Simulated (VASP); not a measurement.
# Cs (Fd-3m) in VASP: relaxation of cell and atoms with PBEsol

Aim: the relaxation of cell and atoms of Cs with PBEsol.

Everything below comes from runs of VASP 6.6.1. Logs are shortened: lines on timing, memory, paths and dates and some standing lists are left out, and cuts for length are marked.

## (1) The cell of the first run

Symmetry: Fd-3m, No. 227, cubic system. The conventional cell has a = 11.102 Å, b = 11.102 Å, c = 11.102 Å, α = 90.00°, β = 90.00°, γ = 90.00°.

This isn't the form of Cs at room conditions, which is bcc.

## (2) Relaxation of cell and atoms, PBEsol

The input, INCAR:

```
PREC = Accurate
ENCUT = 600
EDIFF = 1E-7
ISMEAR = 0
SIGMA = 0.1
LREAL = F
LASPH = T
NELM = 100
ALGO = Fast
ISIF = 3
LWAVE = F
LCHARG = F
GGA = PS
IBRION = 2
NSW = 100
EDIFFG = -0.01
```

The input, KPOINTS:

```
regular mesh
0
Gamma
  10 10 10
```

The input, POSCAR:

```
Cs
1.0
    0.0000000000      5.5508447732      5.5508447732
    5.5508447732      0.0000000000      5.5508447732
    5.5508447732      5.5508447732      0.0000000000
Cs
2
Direct
    0.5000000000      0.5000000000      0.5000000000
    0.7500000000      0.7500000000      0.7500000000
```

Potentials or basis: VASP PAW PBE potentials, release 64 (Cs_sv).

Run with:

```sh
cat potpaw_PBE.64/Cs_sv/POTCAR > POTCAR
mpirun -np 1 vasp_std > vasp.out
```

OUTCAR:

```text
PREC = Accurate
   ENCUT = 600
   EDIFF = 1E-7
   ISMEAR = 0
   LREAL = F
   LASPH = T
   NELM = 100
   ISIF = 3
   GGA = PS
   IBRION = 2
   NSW = 100
   EDIFFG = -0.01

 ion  position               nearest neighbor table
   1  0.500  0.500  0.500-
   2  0.750  0.750  0.750-

  LATTYP: Found a face centered cubic cell.
 ALAT       =    11.1016895464

  Lattice vectors:

 A1 = (   0.0000000000,   5.5508447732,   5.5508447732)
 A2 = (   5.5508447732,   0.0000000000,   5.5508447732)
 A3 = (   5.5508447732,   5.5508447732,   0.0000000000)

Analysis of symmetry for initial positions (statically):
=====================================================================
 Subroutine PRICEL returns:
 Original cell was already a primitive cell.

 Routine SETGRP: Setting up the symmetry group for a
 face centered cubic supercell.

 Subroutine GETGRP returns: Found 48 space group operations
 (whereof 24 operations were pure point group operations)
 out of a pool of 48 trial point group operations.

The static configuration has the point symmetry T_d .
 The point group associated with its full space group is O_h .

Analysis of symmetry for dynamics (positions and initial velocities):
=====================================================================
 Subroutine PRICEL returns:
 Original cell was already a primitive cell.

 Routine SETGRP: Setting up the symmetry group for a
 face centered cubic supercell.

 Subroutine GETGRP returns: Found 48 space group operations
 (whereof 24 operations were pure point group operations)
 out of a pool of 48 trial point group operations.

The dynamic configuration has the point symmetry T_d .
 The point group associated with its full space group is O_h .

 Subroutine INISYM returns: Found 48 space group operations
 (whereof 24 operations are pure point group operations),
 and found     1 'primitive' translations

----------------------------------------------------------------------------------------

                                     Primitive cell

  volume of cell :     342.0639

  direct lattice vectors                    reciprocal lattice vectors
     0.000000000  5.550844773  5.550844773    -0.090076379  0.090076379  0.090076379
     5.550844773  0.000000000  5.550844773     0.090076379 -0.090076379  0.090076379
     5.550844773  5.550844773  0.000000000     0.090076379  0.090076379 -0.090076379

  length of vectors
     7.850079961  7.850079961  7.850079961     0.156016866  0.156016866  0.156016866

  position of ions in fractional coordinates (direct lattice)
     0.500000000  0.500000000  0.500000000
     0.750000000  0.750000000  0.750000000

  ion indices of the primitive-cell ions
   primitive index   ion index
                 1           1
                 2           2

----------------------------------------------------------------------------------------

 KPOINTS: regular mesh

Automatic generation of k-mesh.
 Grid dimensions read from file:
 generate k-points for:   10   10   10

 Generating k-lattice:

  Cartesian coordinates                     Fractional coordinates (reciprocal lattice)
    -0.009007638  0.009007638  0.009007638     0.100000000  0.000000000  0.000000000
     0.009007638 -0.009007638  0.009007638     0.000000000  0.100000000  0.000000000
     0.009007638  0.009007638 -0.009007638     0.000000000  0.000000000  0.100000000

  Length of vectors
     0.015601687  0.015601687  0.015601687

  Shift w.r.t. Gamma in fractional coordinates (k-lattice)
     0.000000000  0.000000000  0.000000000

 Subroutine IBZKPT returns following result:
 ===========================================

 Found     47 irreducible k-points:

 Following reciprocal coordinates:
            Coordinates               Weight
  0.000000  0.000000  0.000000      1.000000
  0.100000  0.000000  0.000000      8.000000
  0.200000  0.000000  0.000000      8.000000
  0.300000  0.000000  0.000000      8.000000
  0.400000  0.000000  0.000000      8.000000
  0.500000  0.000000  0.000000      4.000000
[... 16 lines left out ...]
  0.300000  0.300000  0.000000      6.000000
  0.400000  0.300000  0.000000     24.000000
 [... further k-points ...]
   k-points           NKPTS =     47   k-points in BZ     NKDIM =     47   number of bands    NBANDS=     13
   number of dos      NEDOS =    301   number of ions     NIONS =      2
   total plane-waves  NPLWV = 262144
   dimension x,y,z NGX =    64 NGY =   64 NGZ =   64
   dimension x,y,z NGXF=   128 NGYF=  128 NGZF=  128
   ions per type =               2
   NGX,Y,Z   is equivalent  to a cutoff of  13.55, 13.55, 13.55 a.u.
   NGXF,Y,Z  is equivalent  to a cutoff of  27.11, 27.11, 27.11 a.u.
 SYSTEM =  unknown system
   PREC   = accura    normal or accurate (medium, high low for compatibility)
   ISTART =      0    job   : 0-new  1-cont  2-samecut
   ICHARG =      2    charge: 1-file 2-atom 10-const
   ISPIN  =      1    spin polarized calculation?
   LNONCOLLINEAR =      F non collinear calculations
   LSORBIT =      F    spin-orbit coupling
   LASPH  =      T    aspherical Exc in radial PAW
   ENCUT  =  600.0 eV  44.10 Ry    6.64 a.u.  15.68 15.68 15.68*2*pi/ulx,y,z
   NELM   =    100;   NELMIN=  2; NELMDL= -5     # of ELM steps
   EDIFF  = 0.1E-06   stopping-criterion for ELM
   LREAL  =      F    real-space projection
   EDIFFG = -.1E-01   stopping-criterion for IOM
   NSW    =    100    number of steps for IOM
   IBRION =      2    ionic relax: 0-MD 1-quasi-New 2-CG
   NFREE  =      1    steps in history (QN), initial steepest desc. (CG)
   ISIF   =      3    stress and relaxation
   ISYM   =      2    0-nonsym 1-usesym 2-fastsym
   POTIM  = 0.5000    time-step for ionic-motion
   TEBEG  =    0.0;   TEEND  =   0.0 temperature during run
   PSTRESS=    0.0 pullay stress
   NELECT =      18.0000    total number of electrons
   NUPDOWN=      -1.0000    fix difference up-down
   EMIN   =  10.00;   EMAX   =-10.00  energy-range for DOS
   EFERMI =   0.00;   METHOD = LEGACY
   ISMEAR =     0;   SIGMA  =   0.10  broadening in eV -4-tet -1-fermi 0-gaus
   EFERMI_NEDOS =   21; number of points for ismear=-14 and -15
   IALGO  =     68    algorithm
   IMIX   =      4    mixing-type and parameters
     AMIX     =   0.40;   BMIX     =  1.00
     AMIX_MAG =   1.60;   BMIX_MAG =  1.00
  volume/ion in A,a.u.               =     171.03      1154.18
  Fermi-wavevector in a.u.,A,eV,Ry     =   0.613475  1.159299  5.120567  0.376351
  Thomas-Fermi vector in A             =   1.670137
   LORBIT       =      0    0 simple, 1 ext, 2 COOP (PROOUT), +10 PAW based schemes
   GGA     = PS    functional components
   LHFCALC =     F    Hartree Fock is set to
   AEXX    =    0.0000 exact exchange contribution
   IVDW    =     0    specifies the selected vdW correction
   LEPSILON=     F    determine dielectric tensor
   LRPA    =     F    only Hartree local field effects (RPA)
 conjugate gradient relaxation of ions
 non-spin polarized calculation
 RMM-DIIS sequential band-by-band and
 Gauss-broadening in eV      SIGMA  =   0.10
  energy-cutoff  :      600.00
  volume of cell :      342.06
 maximum number of plane-waves:     11527
   NGX = 31   NGY = 31   NGZ = 31

 number of electron      18.0000000 magnetization

 Free energy of the ion-electron system (eV)
  ---------------------------------------------------
  ext. energy  EPLUGINS =         0.00000000
  ---------------------------------------------------
  free energy    TOTEN  =        -1.33632416 eV

  energy without entropy =       -1.32886028  energy(sigma->0) =       -1.33259222

 E-fermi :  -0.3013     XC(G=0):  -4.4670

 val. band max:       -0.3086842217   @ k =   0.5000   0.5000   0.0000
 cond. band min:      -0.2971037984   @ k =   0.5000   0.0000   0.0000
 fundamental gap:      0.0115804234
 Fermi energy:        -0.3012654412

 k-point     1 :       0.0000    0.0000    0.0000
  band No.  band energies     occupation
      1     -24.6529      2.00000
      2     -24.6308      2.00000
      3     -11.4824      2.00000
      4     -11.4824      2.00000
      5     -11.4824      2.00000
      6     -11.3627      2.00000
      7     -11.3627      2.00000
      8     -11.3627      2.00000
      9      -1.6957      2.00000
     10       1.0084      0.00000
     11       1.0098      0.00000
     12       1.0496      0.00000
     13       1.0508      0.00000

 k-point     2 :       0.1000    0.0000    0.0000
  band No.  band energies     occupation
      1     -24.6525      2.00000
      2     -24.6312      2.00000
      3     -11.4837      2.00000
      4     -11.4837      2.00000
      5     -11.4821      2.00000
      6     -11.3633      2.00000
      7     -11.3614      2.00000
      8     -11.3614      2.00000
      9      -1.6507      2.00000
     10       0.9346      0.00000
     11       0.9379      0.00000
     12       1.0112      0.00000
     13       1.1469      0.00000

 k-point     3 :       0.2000    0.0000    0.0000
  band No.  band energies     occupation
      1     -24.6514      2.00000
      2     -24.6323      2.00000
      3     -11.4870      2.00000
      4     -11.4870      2.00000
      5     -11.4812      2.00000
      6     -11.3648      2.00000
      7     -11.3581      2.00000
      8     -11.3581      2.00000
      9      -1.5187      2.00000
     10       0.6886      0.00000
     11       0.8675      0.00000
     12       0.8737      0.00000
     13       1.1316      0.00000

 k-point     4 :       0.3000    0.0000    0.0000
  band No.  band energies     occupation
      1     -24.6498      2.00000
      2     -24.6339      2.00000
      3     -11.4908      2.00000
      4     -11.4908      2.00000
      5     -11.4802      2.00000
      6     -11.3667      2.00000
      7     -11.3542      2.00000
      8     -11.3542      2.00000
      9      -1.3107      2.00000
     10       0.2946      0.00000
     11       0.8238      0.00000
     12       0.8240      0.00000
     13       1.0195      0.00000

 k-point     5 :       0.4000    0.0000    0.0000
  band No.  band energies     occupation
      1     -24.6481      2.00000
      2     -24.6356      2.00000
      3     -11.4938      2.00000
      4     -11.4938      2.00000
      5     -11.4793      2.00000
      6     -11.3683      2.00000
      7     -11.3512      2.00000
      8     -11.3512      2.00000
      9      -1.0562      2.00000
     10      -0.0879      0.00255
     11       0.8019      0.00000
     12       0.8027      0.00000
     13       0.9830      0.00000
[... 257 lines left out ...]
 k-point    22 :      -0.2000    0.2000    0.0000
  band No.  band energies     occupation
      1     -24.6491      2.00000
      2     -24.6346      2.00000
      3     -11.4996      2.00000
      4     -11.4910      2.00000
      5     -11.4708      2.00000
      6     -11.3760      2.00000
      7     -11.3540      2.00000
      8     -11.3459      2.00000
      9      -1.2370      2.00000
     10       0.4301      0.00000
     11       0.5153      0.00000
     12       0.7844      0.00000
     13       1.0037      0.00000

 k-point    23 :       0.3000    0.3000    0.0000
  band No.  band energies     occupation
      1     -24.6484      2.00000
      2     -24.6353      2.00000
      3     -11.4997      2.00000
      4     -11.4997      2.00000
      5     -11.4588      2.00000
      6     -11.3887      2.00000
      7     -11.3453      2.00000
      8     -11.3453      2.00000
      9      -1.1670      2.00000
     10       0.3938      0.00000
     11       0.6257      0.00000
     12       0.7018      0.00000
     13       1.1303      0.00000

 k-point    24 :       0.4000    0.3000    0.0000
  band No.  band energies     occupation
      1     -24.6468      2.00000
      2     -24.6369      2.00000
      3     -11.5034      2.00000
      4     -11.5024      2.00000
      5     -11.4516      2.00000
      6     -11.3963      2.00000
      7     -11.3425      2.00000
      8     -11.3417      2.00000
      9      -0.9607      2.00000
     10       0.2996      0.00000
     11       0.4218      0.00000
     12       0.5099      0.00000
     13       1.1158      0.00000

 [... further k-points ...]

------------------------ aborting loop because EDIFF is reached ----------------------------------------

  FORCE on cell =-STRESS in cart. coord.  units (eV):
  Direction    XX          YY          ZZ          XY          YZ          ZX
  --------------------------------------------------------------------------------------
  -------------------------------------------------------------------------------------
  Total        0.0107057      0.0107057      0.0107057      0.0000000      0.0000000     -0.0000000
  in kB        0.0501438      0.0501438      0.0501438      0.0000000      0.0000000     -0.0000000
  external PRESSURE =       0.0501438 kB  Pullay stress =       0.0000000 kB

 VOLUME and BASIS-vectors are now :
 -----------------------------------------------------------------------------
  energy-cutoff  :      600.00
  volume of cell :      342.06
      direct lattice vectors                 reciprocal lattice vectors
     0.000000000  5.550844773  5.550844773    -0.090076379  0.090076379  0.090076379
     5.550844773  0.000000000  5.550844773     0.090076379 -0.090076379  0.090076379
     5.550844773  5.550844773  0.000000000     0.090076379  0.090076379 -0.090076379

 POSITION                                       TOTAL-FORCE (eV/Angst)
 -----------------------------------------------------------------------------------
      5.55084      5.55084      5.55084        -0.000000     -0.000000     -0.000000
      8.32627      8.32627      8.32627         0.000000      0.000000      0.000000
 -----------------------------------------------------------------------------------
    total drift:                               -0.000000      0.000000      0.000000

  FREE ENERGIE OF THE ION-ELECTRON SYSTEM (eV)
  ---------------------------------------------------
  free  energy   TOTEN  =        -1.3363241639 eV

  energy  without entropy=       -1.3288602776  energy(sigma->0) =       -1.33259222

 reached required accuracy - stopping structural energy minimisation
```

Run time: 3.4 min. Hardware: 1 thread of Intel Xeon Platinum 8375C at 2.90GHz (Ice Lake), shared host; peak memory 0.67 GiB.

Results:

| Item | Value |
| --- | --- |
| Free energy | -1.3363 eV |
| Pressure after relaxing | 0.0 GPa |
| Band gap on the k mesh | zero (bands 9 and 10 overlap by 0.10 eV) |

Final structure:
```
Cs
1.0
     0.00000    5.55084    5.55084
     5.55084    0.00000    5.55084
     5.55084    5.55084    0.00000
Cs
2
Direct
  0.50000 0.50000 0.50000
  0.75000 0.75000 0.75000
```

Levels at points of the mesh, in eV from the Fermi level:
```csv
k point,band 6,band 7,band 8,band 9,band 10,band 11,band 12,band 13
"(0.00, 0.00, 0.00)",-11.06,-11.06,-11.06,-1.39,1.31,1.31,1.35,1.35
"(0.50, 0.00, 0.00)",-11.07,-11.05,-11.05,-0.59,0.00,1.10,1.10,1.27
"(0.50, 0.50, 0.00)",-11.12,-11.04,-11.04,-0.01,-0.01,0.60,0.60,1.49
```

Caveat: the relaxation stopped at its first step, so nothing moved; the PAW data sets were made with another functional, which shifts forces and pressure a little; spin-orbit coupling is left out, which moves the levels of the heavy elements.
